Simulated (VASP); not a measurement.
# Ag (Fm-3m) in VASP: further runs

The runs below take Ag through electric field gradients, with r2SCAN, PBE.

Everything below comes from runs of VASP 6.6.1. Logs are shortened: lines on timing, memory, paths and dates and some standing lists are left out, and cuts for length are marked.

## (1) The cell of the first run

Symmetry: Fm-3m, No. 225, cubic system. Conventional cell: a = 4.086 Å, b = 4.086 Å, c = 4.086 Å, α = 90.00°, β = 90.00°, γ = 90.00°. Ag (site symmetry m-3m) has 12 Ag at 2.89 Å within 3.8 Å.

## (2) Electric field gradients, r2SCAN

POSCAR reads:

```
Ag
1.0
    0.0000000000      2.0431000000      2.0431000000
    2.0431000000      0.0000000000      2.0431000000
    2.0431000000      2.0431000000      0.0000000000
Ag
1
Direct
    0.0000000000      0.0000000000      0.0000000000
```

INCAR.step1 reads:

```
SYSTEM = Ag
PREC = Accurate
ENCUT = 520
ISMEAR = -1
SIGMA = 0.03
LREAL = .False.
LASPH = .True.
NELM = 80
NBANDS = 12
GGA = PE
ALGO = Normal
EDIFF = 1E-4
LWAVE = .True.
LCHARG = .False.
```

INCAR.step2 reads:

```
SYSTEM = Ag
PREC = Accurate
ENCUT = 520
EDIFF = 1E-8
ISMEAR = -1
SIGMA = 0.03
LREAL = .False.
LASPH = .True.
NELM = 80
ALGO = Normal
ISIF = 2
LWAVE = .False.
LCHARG = .False.
METAGGA = R2SCAN
LMIXTAU = .True.
LEFG = .True.
NBANDS = 12
ISTART = 1
```

KPOINTS reads:

```
regular mesh
0
Gamma
  15 15 15
  0 0 0
```

Potentials or basis: VASP PAW PBE potentials, release 64 (Ag).

Run with:

```sh
$ cat potpaw_PBE.64/Ag/POTCAR > POTCAR
$ cp INCAR.step1 INCAR
$ mpirun -np 1 vasp_std > vasp.out
$ cp INCAR.step2 INCAR
$ mpirun -np 1 vasp_std > vasp.out
```

OUTCAR:

```text
SYSTEM = Ag
   PREC = Accurate
   ENCUT = 520
   EDIFF = 1E-8
   ISMEAR = -1
   LREAL = .False.
   LASPH = .True.
   NELM = 80
   ISIF = 2
   METAGGA = R2SCAN
   ISTART = 1

 ion  position               nearest neighbor table
   1  0.000  0.000  0.000-

  LATTYP: Found a face centered cubic cell.
 ALAT       =     4.0862000000

  Lattice vectors:

 A1 = (   0.0000000000,   2.0431000000,   2.0431000000)
 A2 = (   2.0431000000,   0.0000000000,   2.0431000000)
 A3 = (   2.0431000000,   2.0431000000,   0.0000000000)

Analysis of symmetry for initial positions (statically):
=====================================================================
 Subroutine PRICEL returns:
 Original cell was already a primitive cell.

 Routine SETGRP: Setting up the symmetry group for a
 face centered cubic supercell.

 Subroutine GETGRP returns: Found 48 space group operations
 (whereof 48 operations were pure point group operations)
 out of a pool of 48 trial point group operations.

The static configuration has the point symmetry O_h .

Analysis of symmetry for dynamics (positions and initial velocities):
=====================================================================
 Subroutine PRICEL returns:
 Original cell was already a primitive cell.

 Routine SETGRP: Setting up the symmetry group for a
 face centered cubic supercell.

 Subroutine GETGRP returns: Found 48 space group operations
 (whereof 48 operations were pure point group operations)
 out of a pool of 48 trial point group operations.

The dynamic configuration has the point symmetry O_h .

 Subroutine INISYM returns: Found 48 space group operations
 (whereof 48 operations are pure point group operations),
 and found     1 'primitive' translations

----------------------------------------------------------------------------------------

                                     Primitive cell

  volume of cell :      17.0569

  direct lattice vectors                    reciprocal lattice vectors
     0.000000000  2.043100000  2.043100000    -0.244726151  0.244726151  0.244726151
     2.043100000  0.000000000  2.043100000     0.244726151 -0.244726151  0.244726151
     2.043100000  2.043100000  0.000000000     0.244726151  0.244726151 -0.244726151

  length of vectors
     2.889379729  2.889379729  2.889379729     0.423878128  0.423878128  0.423878128
[... 120 lines left out ...]
  ---------------------------------------------------
  ext. energy  EPLUGINS =         0.00000000
  ---------------------------------------------------
  free energy    TOTEN  =       -21.35212412 eV

  energy without entropy =      -21.35061729  energy(sigma->0) =      -21.35137071

 E-fermi :   8.5768     XC(G=0): -12.9682

 val. band max:        8.5539595113   @ k =  -0.3333   0.2000   0.0000
 cond. band min:       8.5980944670   @ k =  -0.2667   0.2667   0.0667
 fundamental gap:      0.0441349557
 Fermi energy:         8.5768403351

 k-point     1 :       0.0000    0.0000    0.0000
  band No.  band energies     occupation
      1       0.4674      2.00000
      2       3.2837      2.00000
      3       3.2837      2.00000
      4       3.2837      2.00000
      5       4.3273      2.00000
      6       4.3273      2.00000
      7      25.0756      0.00000
      8      28.8068      0.00000
      9      28.8068      0.00000
     10      28.8068      0.00000
     11      33.7690      0.00000
     12      34.8117      0.00000
[... 331 lines left out ...]
 k-point    24 :       0.2000    0.1333    0.0000
  band No.  band energies     occupation
      1       1.6263      2.00000
      2       2.8830      2.00000
      3       3.6497      2.00000
      4       3.6859      2.00000
      5       4.0980      2.00000
      6       4.5217      2.00000
      7      24.0848      0.00000
      8      25.7308      0.00000
      9      26.1573      0.00000
     10      27.7128      0.00000
     11      31.4023      0.00000
     12      34.6678      0.00000

 [... further k-points ...]
[... 5 lines left out ...]
  --------------------------------------------------------------------------------------
  -------------------------------------------------------------------------------------
  Total        0.1569101      0.1569101      0.1569101      0.0000000     -0.0000000     -0.0000000
  in kB       14.7388188     14.7388188     14.7388188      0.0000000     -0.0000000     -0.0000000
  external PRESSURE =      14.7388188 kB  Pullay stress =       0.0000000 kB

 VOLUME and BASIS-vectors are now :
 -----------------------------------------------------------------------------
  energy-cutoff  :      520.00
  volume of cell :       17.06
      direct lattice vectors                 reciprocal lattice vectors
     0.000000000  2.043100000  2.043100000    -0.244726151  0.244726151  0.244726151
     2.043100000  0.000000000  2.043100000     0.244726151 -0.244726151  0.244726151
     2.043100000  2.043100000  0.000000000     0.244726151  0.244726151 -0.244726151

 POSITION                                       TOTAL-FORCE (eV/Angst)
 -----------------------------------------------------------------------------------
      0.00000      0.00000      0.00000         0.000000      0.000000      0.000000
 -----------------------------------------------------------------------------------
    total drift:                               -0.000000      0.000000     -0.000000

  FREE ENERGIE OF THE ION-ELECTRON SYSTEM (eV)
  ---------------------------------------------------
  free  energy   TOTEN  =       -21.3521241239 eV

  energy  without entropy=      -21.3506172878  energy(sigma->0) =      -21.35137071

 Electric field gradients (V/A^2)
---------------------------------------------------------------------
 ion       V_xx      V_yy      V_zz      V_xy      V_xz      V_yz
---------------------------------------------------------------------
   1       0.000     0.000    -0.000     0.001     0.001     0.001
---------------------------------------------------------------------

 Electric field gradients after diagonalization (V/A^2)
 (convention: |V_zz| > |V_xx| > |V_yy|)
----------------------------------------------------------------------
 ion       V_xx      V_yy      V_zz     asymmetry (V_yy - V_xx)/ V_zz
----------------------------------------------------------------------
   1      -0.001    -0.001     0.001       0.000
----------------------------------------------------------------------

           NMR quadrupolar parameters

 Cq : quadrupolar parameter    Cq=e*Q*V_zz/h
 eta: asymmetry parameters     (V_yy - V_xx)/ V_zz
 Q  : nuclear electric quadrupole moment in mb (millibarn)
----------------------------------------------------------------------
 ion       Cq(MHz)       eta       Q (mb)
----------------------------------------------------------------------
   1       0.000       0.000       1.000
----------------------------------------------------------------------
```

OSZICAR.step1:

```text
N       E                     dE             d eps       ncg     rms          rms(c)
DAV:   1     0.528493601397E+02    0.52849E+02   -0.55136E+03  2896   0.832E+02
DAV:   2    -0.212100747500E+01   -0.54970E+02   -0.51895E+02  3320   0.194E+02
DAV:   3    -0.295986355361E+01   -0.83886E+00   -0.83836E+00  3424   0.254E+01
DAV:   4    -0.296244315800E+01   -0.25796E-02   -0.25795E-02  3324   0.150E+00
DAV:   5    -0.296246299520E+01   -0.19837E-04   -0.19837E-04  3328   0.116E-01    0.522E+00
DAV:   6    -0.271501887705E+01    0.24744E+00   -0.96773E-01  3144   0.882E+00    0.338E+00
DAV:   7    -0.270676298680E+01    0.82559E-02   -0.99230E-03  3400   0.942E-01    0.190E+00
DAV:   8    -0.270379474547E+01    0.29682E-02   -0.70374E-04  3244   0.195E-01    0.909E-02
DAV:   9    -0.270380159049E+01   -0.68450E-05   -0.85020E-06  1860   0.235E-02
   1 F= -.27038016E+01 E0= -.27030519E+01  d E =-.149942E-02
```

It took 2.7 min on 1 thread of AMD EPYC 7R13 (Zen 3), shared host; peak memory 0.13 GiB.

Results:

- Free energy: -21.3521 eV
- Pressure: 1.5 GPa

Caveat: without QUAD_EFG the Cq values of the log hold for a quadrupole moment of 1 mb, not for the nuclei; the PAW data sets were made with another functional, which shifts forces and pressure a little.

[end of part 1 of 3]
